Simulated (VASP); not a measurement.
A run of VASP 6.6.1:

File INCAR:

```
ALGO     = Normal         # electronic algorithm
EDIFF    = 1E-7           # SCF threshold, eV
ENCUT    = 520            # plane-wave cutoff, eV
GGA      = CA             # functional
ISIF     = 2              # what is computed and relaxed
ISMEAR   = -1             # smearing method
LASPH    = True           # aspherical terms in the spheres
LCHARG   = False          # write CHGCAR
LREAL    = False          # projectors in reciprocal space
LWAVE    = False          # write WAVECAR
NBANDS   = 32             # bands
NELM     = 100            # most SCF steps
PREC     = Accurate       # precision mode
SIGMA    = 0.05           # smearing width, eV
```

KPOINTS

```
k-points
0
Gamma
  9 9 5
```

File POSCAR:

```
Lu
1.0
    3.4795885533      0.0000000000      0.0000000000
   -1.7397942767      3.0134120819      0.0000000000
    0.0000000000      0.0000000000      5.5136445151
Lu
2
Direct
    0.6666666667      0.3333333333      0.7500000000
    0.3333333333      0.6666666667      0.2500000000
```

Potentials or basis: VASP PAW PBE potentials, release 64 (Lu).

Run with:

```console
$ cat potpaw_PBE.64/Lu/POTCAR > POTCAR
$ mpirun -np 1 vasp_std > vasp.out
```

Hardware: 1 thread of Intel Xeon 8259CL, on a shared host.

Estimate the wall time of this run.

Wall time 98 s on 1 thread of Intel Xeon 8259CL (shared host), peak memory 0.19 GiB. Counts: scf iterations 13, k points 36.
